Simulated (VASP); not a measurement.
Wanted: the native input for a VASP 6.6.1 run.

```
Task                   : single point
Functional             : PBE
Potentials or basis    : VASP PAW PBE potentials, release 64 (Mo_sv, S)
Cutoff                 : 520 eV
k mesh                 : 2 × 2 × 2
Occupations            : fermi-dirac, width 0.112 eV
Spin                   : no spin polarisation
Dipole correction      : no
Further INCAR settings : LREAL = Auto; ALGO = Normal; EDIFF = 1e-06; NBANDS = 122
```

The structure of MoS2 lies in POSCAR:

```
MoS2
1.0
    0.0000000000      5.8647937213      5.8647937213
    5.8647937213      0.0000000000      5.8647937213
    5.8647937213      5.8647937213      0.0000000000
Mo S
8 16
Direct
    0.0076334313     -0.0020748385     -0.0117979427
   -0.0020312735      0.0099810842      0.5067963412
   -0.0056207433      0.4992662384      0.0077452852
    0.0003892720      0.4843754333      0.5003008016
    0.5002938107     -0.0086369619      0.0163185620
    0.5067546518      0.0069914650      0.4895658119
    0.5050974750      0.5112288074     -0.0046420217
    0.5034206897      0.5052239927      0.4864265711
    0.1159738999      0.1208842175      0.1561258662
    0.3989205949      0.3775795203      0.3576470205
    0.0937652757      0.1108710776      0.6580816280
    0.3576782236      0.3715702723      0.8782158836
    0.1506248202      0.6161758916      0.1335575533
    0.3626860724      0.8641667961      0.3728310157
    0.1524809810      0.6044412930      0.6185850129
    0.3635293245      0.8804404290      0.8800056311
    0.6203329858      0.1228515502      0.1481416127
    0.8792903459      0.4034052368      0.3465285561
    0.6446999979      0.1184419321      0.6050102815
    0.8588016458      0.3650562325      0.8844496067
    0.5962721225      0.6458653416      0.1169313078
    0.8684353179      0.8783386501      0.3576081444
    0.6083015311      0.6504764159      0.6279917377
    0.8805091441      0.8504148205      0.8860818891
```

These files were run (other wordings do the same):

INCAR

```
SYSTEM = MoS2
PREC = Accurate
ENCUT = 520
EDIFF = 1E-6
ISMEAR = -1
SIGMA = 0.112
LREAL = Auto
LASPH = .TRUE.
NELM = 100
ALGO = Normal
ISIF = 2
LWAVE = .FALSE.
LCHARG = .TRUE.
GGA = PE
LELF = .TRUE.
LVHAR = .TRUE.
NBANDS = 122
```

KPOINTS

```
Automatic mesh
0
G
  2 2 2
  0 0 0
```

Potentials or basis: VASP PAW PBE potentials, release 64 (Mo_sv, S).

Run with:

```sh
$ cat potpaw_PBE.64/Mo_sv/POTCAR potpaw_PBE.64/S/POTCAR > POTCAR
$ mpirun -np 1 vasp_std > vasp.out
```

Results of the run:

- Pressure: 3.2 GPa
- Largest force: 2.660 eV/Å
- Band gap on the k mesh: zero (bands 104 and 105 overlap by 0.38 eV)

Caveat: the k points lie up to 0.46 Å⁻¹ apart; the atoms stand as in a frame of molecular dynamics; forces of over 1 eV/Å act on the atoms, so gaps and moduli don't describe the material at rest.

It took 40 min on 1 thread of Intel Xeon 8259CL, with other jobs on the host, peak memory 0.7 GiB.
